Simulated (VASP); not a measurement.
# Hg (P-1) in VASP: notebook

Runs on Hg. Level: PBEsol. Tasks: single point.

Everything below comes from runs of VASP 6.6.1. Logs are shortened: lines on timing, memory, paths and dates and some standing lists are left out, and cuts for length are marked.

**1. The cell of the first run**

The typed cell holds 3 atoms: a = 4.540 Å, b = 4.579 Å, c = 3.870 Å, α = 90.41°, β = 91.14°, γ = 120.85°.

**2. Single point, PBEsol (equal xy, yz and zx shear strains of -2 %)**

INCAR

```
SYSTEM = Hg
PREC = Accurate
ENCUT = 520
EDIFF = 1E-6
ISMEAR = -1
SIGMA = 0.05
LREAL = .FALSE.
LASPH = .TRUE.
NELM = 80
ALGO = Normal
ISIF = 2
LWAVE = .FALSE.
LCHARG = .TRUE.
GGA = PS
LELF = .TRUE.
LVHAR = .TRUE.
NBANDS = 25
```

KPOINTS

```
regular mesh
0
G
  8 8 9
  0 0 0
```

POSCAR

```
Hg
1.0
    4.5400020208     -0.0454000202     -0.0454000202
   -2.3093185812      3.9544570933     -0.0166175607
   -0.0387000000     -0.0387000000      3.8700000000
Hg
3
Direct
    0.3333333333      0.6666666667      0.5000000000
    0.0000000000      0.0000000000      0.0000000000
    0.6666666667      0.3333333333      0.5000000000
```

Potentials or basis: VASP PAW PBE potentials, release 64 (Hg).

Command:

```
cat potpaw_PBE.64/Hg/POTCAR > POTCAR
mpirun -np 1 vasp_std > vasp.out
```

OUTCAR:

```text
SYSTEM = Hg
   PREC = Accurate
   ENCUT = 520
   EDIFF = 1E-6
   ISMEAR = -1
   LREAL = .FALSE.
   LASPH = .TRUE.
   NELM = 80
   ISIF = 2
   GGA = PS

 ion  position               nearest neighbor table
   1  0.333  0.667  0.500-   3 2.60   3 2.62   3 2.64   2 3.20   2 3.23   2 3.27   2 3.28   2 3.29
                             2 3.29
   2  0.000  0.000  0.000-   3 3.20   1 3.20   3 3.23   1 3.23   1 3.27   3 3.27   1 3.28   3 3.28
                             3 3.29   1 3.29   3 3.29   1 3.29
   3  0.667  0.333  0.500-   1 2.60   1 2.62   1 2.64   2 3.20   2 3.23   2 3.27   2 3.28   2 3.29
                             2 3.29

  LATTYP: Found a triclinic cell.
 ALAT       =     4.5011689580
 B/A-ratio  =     1.3366043527
 C/A-ratio  =     2.4071002073
 COS(alpha) =     0.0019238484
 COS(beta)  =     0.5999277748
 COS(gamma) =     0.7658015807

  Lattice vectors:

 A1 = (  -2.2306834396,  -3.9090570731,   0.0620175809)
 A2 = (  -2.2693834396,  -3.9477570731,   3.9320175809)
 A3 = (  -6.6932854604,  -3.7862570529,  -7.6325823989)

Analysis of symmetry for initial positions (statically):
=====================================================================
 Subroutine PRICEL returns:
 Original cell was already a primitive cell.

 Routine SETGRP: Setting up the symmetry group for a
 triclinic supercell.

 Subroutine GETGRP returns: Found  2 space group operations
 (whereof  2 operations were pure point group operations)
 out of a pool of  2 trial point group operations.

The static configuration has the point symmetry S_2 .

Analysis of symmetry for dynamics (positions and initial velocities):
=====================================================================
 Subroutine PRICEL returns:
 Original cell was already a primitive cell.

 Routine SETGRP: Setting up the symmetry group for a
 triclinic supercell.

 Subroutine GETGRP returns: Found  2 space group operations
 (whereof  2 operations were pure point group operations)
 out of a pool of  2 trial point group operations.

The dynamic configuration has the point symmetry S_2 .

 Subroutine INISYM returns: Found  2 space group operations
 (whereof  2 operations are pure point group operations),
 and found     1 'primitive' translations

----------------------------------------------------------------------------------------

                                     Primitive cell

  volume of cell :      69.0594

[... 83 lines left out ...]
   ICHARG =      2    charge: 1-file 2-atom 10-const
   ISPIN  =      1    spin polarized calculation?
   LNONCOLLINEAR =      F non collinear calculations
   LSORBIT =      F    spin-orbit coupling
   LASPH  =      T    aspherical Exc in radial PAW
   ENCUT  =  520.0 eV  38.22 Ry    6.18 a.u.   8.44  8.51  7.20*2*pi/ulx,y,z
   NELM   =     80;   NELMIN=  2; NELMDL= -5     # of ELM steps
   EDIFF  = 0.1E-05   stopping-criterion for ELM
   LREAL  =      F    real-space projection
   EDIFFG = 0.1E-04   stopping-criterion for IOM
   NSW    =      0    number of steps for IOM
   IBRION =     -1    ionic relax: 0-MD 1-quasi-New 2-CG
   NFREE  =      0    steps in history (QN), initial steepest desc. (CG)
   ISIF   =      2    stress and relaxation
   ISYM   =      2    0-nonsym 1-usesym 2-fastsym
   POTIM  = 0.5000    time-step for ionic-motion
   TEBEG  =    0.0;   TEEND  =   0.0 temperature during run
   PSTRESS=    0.0 pullay stress
   NELECT =      36.0000    total number of electrons
   NUPDOWN=      -1.0000    fix difference up-down
   EMIN   =  10.00;   EMAX   =-10.00  energy-range for DOS
   EFERMI =   0.00;   METHOD = LEGACY
   ISMEAR =    -1;   SIGMA  =   0.05  broadening in eV -4-tet -1-fermi 0-gaus
   EFERMI_NEDOS =   21; number of points for ismear=-14 and -15
   IALGO  =     38    algorithm
   IMIX   =      4    mixing-type and parameters
     AMIX     =   0.40;   BMIX     =  1.00
     AMIX_MAG =   1.60;   BMIX_MAG =  1.00
  volume/ion in A,a.u.               =      23.02       155.35
  Fermi-wavevector in a.u.,A,eV,Ry     =   1.317553  2.489815 23.618985  1.735946
  Thomas-Fermi vector in A             =   2.447586
   LORBIT       =      0    0 simple, 1 ext, 2 COOP (PROOUT), +10 PAW based schemes
   GGA     = PS    functional components
   LHFCALC =     F    Hartree Fock is set to
   AEXX    =    0.0000 exact exchange contribution
   IVDW    =     0    specifies the selected vdW correction
   LEPSILON=     F    determine dielectric tensor
   LRPA    =     F    only Hartree local field effects (RPA)
 non-spin polarized calculation
  energy-cutoff  :      520.00
  volume of cell :       69.06
 maximum number of plane-waves:      1885
 NGX is ok and might be reduce to    36
   NGX = 17   NGY = 17   NGZ = 15

 number of electron      36.0000000 magnetization

 Free energy of the ion-electron system (eV)
  ---------------------------------------------------
  ext. energy  EPLUGINS =         0.00000000
  ---------------------------------------------------
  free energy    TOTEN  =        -1.04782809 eV

  energy without entropy =       -1.03919990  energy(sigma->0) =       -1.04351399

 E-fermi :   2.9805     XC(G=0): -11.1106

 val. band max:        2.9692850361   @ k =  -0.3750   0.3750   0.1111
 cond. band min:       2.9847452245   @ k =   0.3750  -0.3750   0.1111
 fundamental gap:      0.0154601885
 Fermi energy:         2.9804663581

 k-point     1 :       0.0000    0.0000    0.0000
  band No.  band energies     occupation
      1      -7.0648      2.00000
      2      -5.2844      2.00000
      3      -5.0787      2.00000
      4      -4.9362      2.00000
      5      -4.8183      2.00000
      6      -4.7726      2.00000
[... 661 lines left out ...]
     24      10.8330      0.00000
     25      11.6718      0.00000

 [... further k-points ...]
[... 5 lines left out ...]
  --------------------------------------------------------------------------------------
  -------------------------------------------------------------------------------------
  Total        5.6640219      5.6499848     -0.0851759      0.2899683     -0.0670441     -0.0707041
  in kB      131.4053327    131.0796729     -1.9760809      6.7272655     -1.5554234     -1.6403364
  external PRESSURE =      86.8363083 kB  Pullay stress =       0.0000000 kB

 VOLUME and BASIS-vectors are now :
 -----------------------------------------------------------------------------
  energy-cutoff  :      520.00
  volume of cell :       69.06
      direct lattice vectors                 reciprocal lattice vectors
     4.540002021 -0.045400020 -0.045400020     0.221593527  0.129420643  0.003510142
    -2.309318581  3.954457093 -0.016617561     0.002569602  0.254390604  0.002569602
    -0.038700000 -0.038700000  3.870000000     0.002610608  0.002610608  0.258450145

 POSITION                                       TOTAL-FORCE (eV/Angst)
 -----------------------------------------------------------------------------------
     -0.04556      2.60182      1.90879         0.322795      0.008168     -0.001453
      0.00000      0.00000      0.00000        -0.000000      0.000000      0.000000
      2.23755      1.26854      1.89919        -0.322795     -0.008168      0.001453
 -----------------------------------------------------------------------------------
    total drift:                                0.000000     -0.000000     -0.000000

  FREE ENERGIE OF THE ION-ELECTRON SYSTEM (eV)
  ---------------------------------------------------
  free  energy   TOTEN  =        -1.0478280888 eV

  energy  without entropy=       -1.0391998981  energy(sigma->0) =       -1.04351399
```

OSZICAR:

```text
N       E                     dE             d eps       ncg     rms          rms(c)
DAV:   1     0.300527064122E+03    0.30053E+03   -0.18750E+04 14532   0.141E+03
DAV:   2     0.641106126634E+01   -0.29412E+03   -0.27997E+03 14682   0.374E+02
DAV:   3    -0.125234981731E+01   -0.76634E+01   -0.76241E+01 17376   0.680E+01
DAV:   4    -0.127012703005E+01   -0.17777E-01   -0.17770E-01 15783   0.296E+00
DAV:   5    -0.127015592688E+01   -0.28897E-04   -0.28896E-04 17499   0.118E-01    0.105E+01
DAV:   6    -0.107186028447E+01    0.19830E+00   -0.42856E-01 16833   0.711E+00    0.734E+00
DAV:   7    -0.105047188770E+01    0.21388E-01   -0.11745E-01 16656   0.280E+00    0.226E+00
DAV:   8    -0.104780182629E+01    0.26701E-02   -0.19298E-02 15138   0.146E+00    0.203E-01
DAV:   9    -0.104779817382E+01    0.36525E-05   -0.19745E-04 17267   0.152E-01    0.606E-02
DAV:  10    -0.104782710605E+01   -0.28932E-04   -0.32990E-05 15955   0.462E-02    0.954E-03
DAV:  11    -0.104782832350E+01   -0.12174E-05   -0.60097E-06 16830   0.242E-02    0.545E-03
DAV:  12    -0.104782808884E+01    0.23465E-06   -0.10130E-06  7847   0.106E-02
   1 F= -.10478281E+01 E0= -.10435140E+01  d E =-.862819E-02
```

It took 6 min on 1 thread of Intel Xeon 8259CL, shared host; peak memory 0.47 GiB.

What came out:

```
Free energy            : -1.0478 eV
Pressure               : 8.7 GPa
Largest force          : 0.323 eV/Å
Band gap on the k mesh : zero (bands 18 and 19 overlap by 5.12 eV)
```

Forces on the atoms (eV/Å):
```
Hg   0.323  0.008 -0.001
Hg   0.000  0.000  0.000
Hg  -0.323 -0.008  0.001
```

Caveat: the cell differs from its parent crystal (equal xy, yz and zx shear strains of -2 %); the stress differs along the axes, from -0 to 13 GPa; the PAW data sets were made with another functional, which shifts forces and pressure a little; spin-orbit coupling is left out, which moves the levels of the heavy elements.

**3. Single point, PBEsol (equal xy, yz and zx shear strains of -1 %)**

INCAR

```
ALGO = Normal ; EDIFF = 1E-6
ENCUT = 520 ; GGA = PS
ISIF = 2 ; ISMEAR = -1
LASPH = T ; LCHARG = F
LREAL = F ; LWAVE = F
NBANDS = 25 ; NELM = 80
PREC = Accurate ; SIGMA = 0.05
```

KPOINTS

```
k-points
0
Gamma
  8 8 9
```

POSCAR

```
Hg
1.0
    4.5400020208     -0.0227000101     -0.0227000101
   -2.2896597958      3.9431070882     -0.0083087804
   -0.0193500000     -0.0193500000      3.8700000000
Hg
3
Direct
    0.3333333333      0.6666666667      0.5000000000
    0.0000000000      0.0000000000      0.0000000000
    0.6666666667      0.3333333333      0.5000000000
```

Potentials or basis: VASP PAW PBE potentials, release 64 (Hg).

Command:

```
cat potpaw_PBE.64/Hg/POTCAR > POTCAR
mpirun -np 1 vasp_std > vasp.out
```

OUTCAR:

```text
EDIFF = 1E-6
   ENCUT = 520
   GGA = PS
   ISIF = 2
   ISMEAR = -1
   LASPH = T
   LREAL = F
   NELM = 80
   PREC = Accurate

 ion  position               nearest neighbor table
   1  0.333  0.667  0.500-   3 2.61   3 2.62   3 2.63   2 3.23   2 3.24   2 3.26   2 3.27   2 3.27
                             2 3.27
   2  0.000  0.000  0.000-   3 3.23   1 3.23   3 3.24   1 3.24   1 3.26   3 3.26   1 3.27   3 3.27
                             3 3.27   1 3.27   3 3.27   1 3.27
[... 869 lines left out ...]
     24      10.8342      0.00000
     25      11.6331      0.00000

 [... further k-points ...]
[... 5 lines left out ...]
  --------------------------------------------------------------------------------------
  -------------------------------------------------------------------------------------
  Total        5.6354928      5.6272315     -0.1023425      0.1423612     -0.0450264     -0.0456423
  in kB      130.7138106    130.5221907     -2.3738076      3.3020324     -1.0443759     -1.0586622
  external PRESSURE =      86.2873979 kB  Pullay stress =       0.0000000 kB

 VOLUME and BASIS-vectors are now :
 -----------------------------------------------------------------------------
  energy-cutoff  :      520.00
  volume of cell :       69.08
      direct lattice vectors                 reciprocal lattice vectors
     4.540002021 -0.022700010 -0.022700010     0.220914364  0.128282908  0.001745986
    -2.289659796  3.943107088 -0.008308780     0.001278151  0.254351994  0.001278151
    -0.019350000 -0.019350000  3.870000000     0.001298547  0.001298547  0.258410918

 POSITION                                       TOTAL-FORCE (eV/Angst)
 -----------------------------------------------------------------------------------
     -0.02278      2.61150      1.92189         0.163864      0.002106     -0.000178
      0.00000      0.00000      0.00000         0.000000      0.000000     -0.000000
      2.25377      1.28956      1.91710        -0.163864     -0.002106      0.000178
 -----------------------------------------------------------------------------------
    total drift:                                0.000000     -0.000000     -0.000000

  FREE ENERGIE OF THE ION-ELECTRON SYSTEM (eV)
  ---------------------------------------------------
  free  energy   TOTEN  =        -1.0496714686 eV

  energy  without entropy=       -1.0403041286  energy(sigma->0) =       -1.04498780
```

stdout:

```text
POSCAR found type information on POSCAR Hg
 POSCAR found :  1 types and       3 ions
 scaLAPACK will be used
 -----------------------------------------------------------------------------
|                                                                             |
|                                                                             |
|     You enforced a specific xc type in the INCAR file but a different       |
|     I HOPE YOU KNOW WHAT YOU ARE DOING!                                     |
|                                                                             |
 -----------------------------------------------------------------------------

 LDA part: xc-table for (Slater+PW92), standard interpolation
 POSCAR, INCAR and KPOINTS ok, starting setup
 FFT: planning ... GRIDC
 FFT: planning ... GRID_SOFT
 FFT: planning ... GRID
 WAVECAR not read
 entering main loop
```

It took 5.8 min on 1 thread of Intel Xeon 8259CL, shared host; peak memory 0.47 GiB.

What came out:

| Property | Result |
| --- | --- |
| Free energy | -1.0497 eV |
| Pressure | 8.6 GPa |
| Largest force | 0.164 eV/Å |
| Band gap on the k mesh | zero (bands 18 and 19 overlap by 5.12 eV) |

Forces in eV/Å, atoms in the order of the input:
```
Hg   0.164  0.002  0.000
Hg   0.000  0.000  0.000
Hg  -0.164 -0.002  0.000
```

Stress tensor (GPa, compression positive):
```
13.07  0.33 -0.11
 0.33 13.05 -0.10
-0.11 -0.10 -0.24
```

Caveat: the cell differs from its parent crystal (equal xy, yz and zx shear strains of -1 %); the stress differs along the axes, from -0 to 13 GPa; the PAW data sets were made with another functional, which shifts forces and pressure a little; spin-orbit coupling is left out, which moves the levels of the heavy elements.
